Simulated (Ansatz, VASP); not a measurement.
**One calculation of Sb, two programs**

INCAR

```
SYSTEM = Sb
PREC = Accurate ; ENCUT = 520
EDIFF = 1E-6 ; ISMEAR = 0
SIGMA = 0.1 ; LREAL = .FALSE.
LASPH = .TRUE. ; NELM = 100
ALGO = Normal ; ISIF = 2
LWAVE = .FALSE. ; LCHARG = .FALSE.
GGA = PS ; NBANDS = 8
```

KPOINTS

```
Automatic mesh
0
G
  6 6 6
  0 0 0
```

Contents of POSCAR:

```
Sb
1.0
    3.1600000000      0.0000000000      0.0000000000
    0.0000000000      3.1600000000      0.0000000000
    0.0000000000      0.0000000000      3.1600000000
Sb
1
Direct
    0.0000000000      0.0000000000      0.0000000000
```

Input for Ansatz:

```yaml
crystal:
  lattice:
    - [3.16, 0.0, 0.0]
    - [0.0, 3.16, 0.0]
    - [0.0, 0.0, 3.16]
  atoms:
    - { symbol: Sb, position: [0.0, 0.0, 0.0] }
basis:
  ecutwfc: 420
kpoints:
  mp_grid: { grid: [6, 6, 6] }
hamiltonian:
  xc: pbesol
scf:
  occupations: { method: gaussian, width: 0.1 }
output:
  forces: true
  stress: true
  eigenvalues: true
```

Alike in both runs: task single point; functional PBEsol; k mesh 6 × 6 × 6; occupations gaussian, width 0.1 eV; no spin polarisation.

```csv
,VASP,Ansatz
version,VASP 6.6.1,Ansatz 0.2.0
potentials or method,"VASP PAW PBE potentials, release 64 (Sb), cutoff 520 eV","scalar-relativistic, plane waves, PAW"
valence electrons in the cell,5,15
```

|  | VASP | Ansatz | Ansatz less VASP |
| --- | --- | --- | --- |
| gap on the k mesh at the Fermi level (eV) | none | none | - |
| pressure (GPa) | -3.8 | -3.8 | -0.04 |

VASP's potentials were made for PBE, not for PBEsol. A gap of «none» marks a metal or a gap that the smearing closes. VASP's potentials hold 5 valence electrons a cell and Ansatz's 15, so a difference there can come from the potentials and not from the codes.

Neither program's run includes spin-orbit coupling.
